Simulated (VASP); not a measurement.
Set up this calculation in VASP 6.6.1, as the native input.

```
Task                   : relaxation of the atoms
Functional             : PBE
Potentials or basis    : VASP PAW PBE potentials, release 64 (Si)
Cutoff                 : 450 eV
k mesh                 : 14 × 14 × 14
Occupations            : fermi-dirac, width 0.02 eV
Spin                   : no spin polarisation
Dipole correction      : no
Further INCAR settings : ALGO = Normal; EDIFF = 1e-07; IBRION = 2; EDIFFG = -0.02; NSW = 80
```

The structure of Si lies in POSCAR:

```
Si
1.0
    0.0000000000      2.7153500000      2.6610430000
    2.7153500000      0.0000000000      2.6610430000
    2.7153500000      2.7153500000      0.0000000000
Si
2
Direct
    0.0000000000      0.0000000000      0.0000000000
    0.2500000000      0.2500000000      0.2500000000
```

This cell differs from its parent crystal: z stretched by -2 %.

One way to write it, as run:

INCAR

```
  PREC = Accurate
  ENCUT = 450
  EDIFF = 1E-7
  ISMEAR = -1
  SIGMA = 0.02
  LREAL = F
  LASPH = T
  NELM = 120
  ALGO = Normal
  ISIF = 2
  LWAVE = F
  LCHARG = F
  GGA = PE
  IBRION = 2
  NSW = 80
  EDIFFG = -0.02
  GGA_COMPAT = F
  NELMIN = 4
```

KPOINTS

```
regular mesh
0
Gamma
  14 14 14
```

Potentials or basis: VASP PAW PBE potentials, release 64 (Si).

The run is started by

```sh
$ cat potpaw_PBE.64/Si/POTCAR > POTCAR
$ mpirun -np 1 vasp_std > vasp.out
```

Results of the run:

The pressure after relaxing is 4.0 GPa and the band gap on the k mesh is 0.32 eV (least direct gap 2.43 eV).

Caveat: the cell differs from its parent crystal (z stretched by -2 %); semilocal functionals underestimate gaps, and a narrow one can read as zero.

Run time: 65 s on 1 thread of Intel(R) Xeon(R) Platinum 8488C (Sapphire Rapids) (shared host), peak memory 0.18 GiB.
